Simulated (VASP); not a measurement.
Input of a VASP 6.6.1 run:

The input INCAR:

```
PREC     = Accurate       # precision mode
ENCUT    = 520            # plane-wave cutoff, eV
EDIFF    = 1E-8           # SCF threshold, eV
ISMEAR   = -1             # smearing method
SIGMA    = 0.02           # smearing width, eV
LREAL    = F              # projectors in reciprocal space
LASPH    = T              # aspherical terms in the spheres
NELM     = 150            # most SCF steps
ALGO     = Normal         # electronic algorithm
ISIF     = 2              # what is computed and relaxed
LWAVE    = F              # write WAVECAR
LCHARG   = F              # write CHGCAR
ISPIN    = 2              # spin polarisation
MAGMOM   = 2 2 0 0 0 0    # initial moments
LORBIT   = 11             # projections on sites
LMAXMIX  = 4              # l up to which the mixer works
GGA      = CA             # functional
LEFG     = T            
NBANDS   = 39             # bands
```

File KPOINTS:

```
regular mesh
0
Gamma
  11 11 3
```

Contents of POSCAR:

```
WS2
1.0
    3.1800000000      0.0000000000      0.0000000000
   -1.5900000000      2.7539607840      0.0000000000
    0.0000000000      0.0000000000     12.5000000000
W S
2 4
Direct
    0.3333333333      0.6666666667      0.2500000000
    0.6666666667      0.3333333333      0.7500000000
    0.3333333333      0.6666666667      0.6244923886
    0.6666666667      0.3333333333      0.1244923886
    0.3333333333      0.6666666667      0.8755076114
    0.6666666667      0.3333333333      0.3755076114
```

Potentials or basis: VASP PAW LDA potentials, release 64 (W_sv, S).

Run with:

```console
$ cat potpaw_LDA.64/W_sv/POTCAR potpaw_LDA.64/S/POTCAR > POTCAR
$ mpirun -np 1 vasp_std > vasp.out
```

Estimate the net moment.

0.00 μB per cell.

Predict the pressure.

-5.9 GPa.

Predict the largest force.

0.435 eV/Å.

Stress tensor (GPa, compression positive):
```
-6.30  0.00  0.00
 0.00 -6.30  0.00
 0.00  0.00 -5.12
```

Caveat: the cell stands under tension; without QUAD_EFG the Cq values of the log hold for a quadrupole moment of 1 mb, not for the nuclei.
